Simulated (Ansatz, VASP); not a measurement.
## HgH2: VASP beside Ansatz

```
Hg H
1.0
     4.33777    0.00000    0.00000
     0.00000    4.33777    0.00000
     0.00000    0.00000    4.33777
Hg H
2 4
Direct
  0.00000 0.00000 0.00000
  0.50000 0.50000 0.50000
  0.25000 0.25000 0.25000
  0.25000 0.75000 0.75000
  0.75000 0.75000 0.25000
  0.75000 0.25000 0.75000
```

Alike in both runs: functional PBE; k mesh 8 × 8 × 8; occupations gaussian, width 0.1 eV; no spin polarisation.

Ansatz relaxed the structure, and its values are those at the end. VASP's run is a single point on that final structure, the one shown.

|  | VASP | Ansatz |
| --- | --- | --- |
| version | VASP 6.6.1 | Ansatz 0.2.0 |
| potentials or method | VASP PAW PBE potentials, release 64 (Hg, H), cutoff 520 eV | scalar-relativistic, plane waves, PAW |
| valence electrons in the cell | 28 | 44 |

```csv
,VASP,Ansatz,Ansatz less VASP
gap on the k mesh at the Fermi level (eV),none,none,-
pressure (GPa),0.2,0.0,-0.19
```

A gap of «none» marks a metal or a gap that the smearing closes. VASP's potentials hold 28 valence electrons a cell and Ansatz's 44, so a difference there can come from the potentials and not from the codes.

Spin-orbit coupling is off throughout.
